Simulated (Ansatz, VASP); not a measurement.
CoO: VASP beside Ansatz

INCAR

```
ALGO = Normal ; EDIFF = 1E-8
ENCUT = 520 ; GGA = PE
ISIF = 2 ; ISMEAR = -1
ISPIN = 2 ; LASPH = True
LCHARG = False ; LEFG = True
LMAXMIX = 4 ; LORBIT = 11
LREAL = False ; LWAVE = False
MAGMOM = 2 0 ; NBANDS = 18
NELM = 150 ; PREC = Accurate
SIGMA = 0.05
```

File KPOINTS:

```
k-points
0
Gamma
  16 16 16
```

POSCAR

```
CoO
1.0
    0.0000000000      2.1243711842      2.1243711842
    2.1243711842      0.0000000000      2.1243711842
    2.1243711842      2.1243711842      0.0000000000
Co O
1 1
Direct
    0.0000000000      0.0000000000      0.0000000000
    0.5000000000      0.5000000000      0.5000000000
```

Input for Ansatz:

```yaml
crystal:
  lattice:
    - [0.0, 2.1243711842, 2.1243711842]
    - [2.1243711842, 0.0, 2.1243711842]
    - [2.1243711842, 2.1243711842, 0.0]
  atoms:
    - { symbol: Co, position: [0.0, 0.0, 0.0], spin: 2.0 }
    - { symbol: O, position: [0.5, 0.5, 0.5] }
magnetization:
  spin_polarized: true
kpoints:
  mp_grid: { grid: [16, 16, 16] }
scf:
  occupations: { method: fermi_dirac, width: 0.05 }
hamiltonian:
  xc: pbe
  pseudopotentials: { kind: all_electron, datasets: crystal }
output:
  forces: true
  stress: true
  eigenvalues: true
  efg: { contact_densities: true }
```

Change from the starting cell: volume scaled by 0.99, crystal datasets.

Alike in both runs: task electric field gradients; functional PBE; k mesh 16 × 16 × 16; occupations fermi-dirac, width 0.05 eV; collinear spin.

```csv
,VASP,Ansatz
version,VASP 6.6.1,Ansatz 0.2.0
potentials or method,"VASP PAW PBE potentials, release 64 (Co, O), cutoff 520 eV","all-electron PAW with datasets made for the crystal, scalar-relativistic"
```

```csv
,VASP,Ansatz,Ansatz less VASP
pressure (GPa),-0.7,-0.2,+0.57
net moment per atom (μB),1.44,1.46,+0.017
size of the moment on the site where the two differ most (μB),2.54,2.49,-0.053
```

Site moments also hang on the region over which each program counts them. Ansatz ran all-electron here, and VASP with PAW potentials.
